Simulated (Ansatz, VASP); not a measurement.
One calculation of BaTe, two programs

The input POSCAR:

```
BaTe
1.0
    0.2079538831      3.5792638779      3.5792638779
    3.5792638779      0.2079538831      3.5792638779
    3.5792638779      3.5792638779      0.2079538831
Ba Te
1 1
Direct
    0.0000000000      0.0000000000      0.0000000000
    0.5000000000      0.5000000000      0.5000000000
```

The input INCAR.step1:

```
SYSTEM = BaTe
PREC = Accurate
ENCUT = 520
EDIFF = 1E-5
ISMEAR = 0
SIGMA = 0.01
LREAL = .False.
LASPH = .True.
NELM = 60
ALGO = Normal
ISIF = 2
LWAVE = .True.
LCHARG = .False.
GGA = PE
NBANDS = 15
```

Contents of INCAR.step2:

```
SYSTEM = BaTe
PREC = Accurate
ENCUT = 520
EDIFF = 1E-7
ISMEAR = 0
SIGMA = 0.01
LREAL = .False.
LASPH = .True.
NELM = 60
ALGO = Normal
ISIF = 2
LWAVE = .False.
LCHARG = .False.
GGA = PE
LHFCALC = .True.
HFSCREEN = 0.2079
PRECFOCK = Normal
ISTART = 1
NBANDS = 15
```

File KPOINTS:

```
regular mesh
0
Gamma
  4 4 4
  0 0 0
```

Input for Ansatz:

```yaml
crystal:
  lattice:
    - [0.2079538831, 3.5792638779, 3.5792638779]
    - [3.5792638779, 0.2079538831, 3.5792638779]
    - [3.5792638779, 3.5792638779, 0.2079538831]
  atoms:
    - { symbol: Ba, position: [0.0, 0.0, 0.0] }
    - { symbol: Te, position: [0.5, 0.5, 0.5] }
kpoints:
  mp_grid: { grid: [4, 4, 4] }
  band_path:
    path:
      - [0.0, 0.0, 0.0]
      - [0.5, 0.0, 0.5]
      - [0.625, 0.25, 0.625]
      - [0.375, 0.375, 0.75]
      - [0.5, 0.5, 0.5]
      - [0.5, 0.25, 0.75]
    npoints: 1
hamiltonian:
  xc: hse06
scf:
  occupations: { method: fixed }
  n_extra_bands: 4
output:
  forces: true
  stress: true
  eigenvalues: true
```

Change from the starting cell: epitaxial_111 strain -4.6%.

Alike in both runs: task single point; functional HSE06; k mesh 4 × 4 × 4; no spin polarisation.

```csv
,VASP,Ansatz
version,VASP 6.6.1,Ansatz 0.2.0
potentials or method,"VASP PAW PBE potentials, release 64 (Ba_sv, Te)","plane waves, PAW"
plane-wave cutoff (eV),520,420
occupations,"gaussian, width 0.01 eV",fixed
valence electrons in the cell,16,26
```

VASP gave:

```
gap on the k mesh at the Fermi level (eV)                     : 2.02
pressure (GPa)                                                : 1.6
traceless stress, the component that is largest in VASP (GPa) : -0.82
```

Estimate Ansatz's values.

gap on the k mesh at the Fermi level (eV): 2.08; pressure (GPa): 1.3; traceless stress, the component that is largest in VASP (GPa): -0.82.

VASP's potentials hold 16 valence electrons a cell and Ansatz's 26, so a difference there can come from the potentials and not from the codes. Ansatz's warnings: stress exchange threshold loose, stress scf threshold loose.

Neither program's run includes spin-orbit coupling.
